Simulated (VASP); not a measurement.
Write the native input for VASP 6.6.1 that does the following.

* Task: relaxation of cell and atoms
* Functional: PBE
* Potentials or basis: VASP PAW PBE potentials, release 64 (Sn_d, Te, S)
* Cutoff: 600 eV
* k mesh: 4 × 4 × 4
* Occupations: gaussian, width 0.1 eV
* Spin: no spin polarisation
* Dipole correction: no
* Further INCAR settings: ALGO = Normal; EDIFF = 1e-07; IBRION = 2; EDIFFG = -0.04; NSW = 90; ISIF = 3

The structure of Sn2TeS lies in POSCAR:

```
Sn2TeS
1.0
   -2.9158737300      2.9158737300      3.4068440000
    2.9158737300     -2.9158737300      3.4068440000
    2.9158737300      2.9158737300     -3.4068440000
Sn Te S
2 1 1
Direct
    0.4662001200      0.9662001200      0.5000000000
    0.9662001200      0.4662001200      0.5000000000
    0.7765109200      0.7765109200      0.0000000000
    0.3509750100      0.3509750100      0.0000000000
```

These files were run (other wordings do the same):

INCAR

```
SYSTEM = Sn2TeS
PREC = Accurate
ENCUT = 600
EDIFF = 1E-7
ISMEAR = 0
SIGMA = 0.1
LREAL = .False.
LASPH = .True.
NELM = 80
ALGO = Normal
ISIF = 3
LWAVE = .False.
LCHARG = .False.
GGA = PE
IBRION = 2
NSW = 90
EDIFFG = -0.04
```

KPOINTS

```
Automatic mesh
0
Gamma
  4 4 4
  0 0 0
```

Potentials or basis: VASP PAW PBE potentials, release 64 (Sn_d, Te, S).

Launch:

```console
$ cat potpaw_PBE.64/Sn_d/POTCAR potpaw_PBE.64/Te/POTCAR potpaw_PBE.64/S/POTCAR > POTCAR
$ mpirun -np 1 vasp_std > vasp.out
```

Results of the run:

* Relaxed volume: 31.74 Å³/atom
* Relaxed cell: a = 5.942 Å, b = 5.942 Å, c = 5.942 Å, α = 127.86°, β = 127.86°, γ = 76.85°
* Space group after relaxing (to 0.05 Å): I4mm (No. 107)
* Energy gained by relaxing: 124.6 meV/atom
* Ionic steps: 29
* Pressure after relaxing: 0.0 GPa
* Largest force after relaxing: 0.030 eV/Å
* Band gap on the k mesh: 0.20 eV, indirect (least direct gap 0.79 eV)

Caveat: spin-orbit coupling is left out, which moves the levels of the heavy elements.

It took 12 min on 1 thread of AMD EPYC 9R45 96-Core Processor (Zen 5) (shared host), peak memory 0.34 GiB.
